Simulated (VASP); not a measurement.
Here is a VASP 6.6.1 calculation.

The input POSCAR:

```
InSb3
1.0
    4.8063670000      0.0000000000      0.0000000000
    0.0000000000      4.8063670000      0.0000000000
    0.0000000000      0.0000000000      4.8063670000
Sb In
3 1
Direct
    0.5000000000      0.5000000000      0.0000000000
    0.0000000000      0.5000000000      0.5000000000
    0.5000000000      0.0000000000      0.5000000000
    0.0000000000      0.0000000000      0.0000000000
```

INCAR.step1

```
SYSTEM = InSb3
PREC = Accurate ; ENCUT = 500
EDIFF = 1E-5 ; ISMEAR = -1
SIGMA = 0.05 ; LREAL = .False.
LASPH = .True. ; NELM = 120
ALGO = Normal ; LWAVE = .True.
LCHARG = .False. ; GGA = PE
NBANDS = 22 ; GGA_COMPAT = .False.
IBRION = 2 ; ISIF = 3
EDIFFG = -0.005 ; NELMIN = 4
NSW = 100 ; KPAR = 4
```

The input INCAR.step2:

```
SYSTEM = InSb3
PREC = Accurate ; ENCUT = 500
EDIFF = 1E-7 ; ISMEAR = -1
SIGMA = 0.05 ; LREAL = .False.
LASPH = .True. ; NELM = 120
ALGO = Normal ; ISIF = 3
LWAVE = .False. ; LCHARG = .False.
GGA = PE ; LHFCALC = .True.
AEXX = 0.25 ; PRECFOCK = Normal
IBRION = 2 ; NSW = 60
EDIFFG = -0.01 ; ISTART = 1
GGA_COMPAT = .False. ; NELMIN = 4
KPAR = 4
```

KPOINTS

```
Automatic mesh
0
Gamma
  4 4 4
  0 0 0
```

Potentials or basis: VASP PAW PBE potentials, release 64 (Sb, In_d).

Run with:

```console
$ cat potpaw_PBE.64/Sb/POTCAR potpaw_PBE.64/In_d/POTCAR > POTCAR
$ cp INCAR.step1 INCAR
$ mpirun -np 4 vasp_std > vasp.out
$ cp INCAR.step2 INCAR
$ mpirun -np 4 vasp_std > vasp.out
```

Problem. Estimate the relaxed cell.

Solution. a = 4.753 Å, b = 4.753 Å, c = 4.753 Å, α = 90.00°, β = 90.00°, γ = 90.00°.

Problem. What does it give for the space group after relaxing (to 0.1 Å)?

Solution. Pm-3m (No. 221).

Problem. Estimate the band gap on the k mesh.

Solution. Zero (bands 14 and 15 overlap by 6.20 eV).

Problem. Predict the relaxed volume.

Solution. 26.85 Å³/atom.

The path:
| step | energy change (eV) | largest force (eV/Å) | pressure (GPa) | volume (Å³) |
| --- | --- | --- | --- | --- |
| 1 | 0.0000 | 0.0000 | -1.95 | 111.03 |
| 2 | -0.0174 | 0.0000 | 1.02 | 105.70 |
| 3 | -0.0229 | 0.0000 | 0.01 | 107.39 |

Caveat: the PAW data sets were made with another functional, which shifts forces and pressure a little; spin-orbit coupling is left out, which moves the levels of the heavy elements.
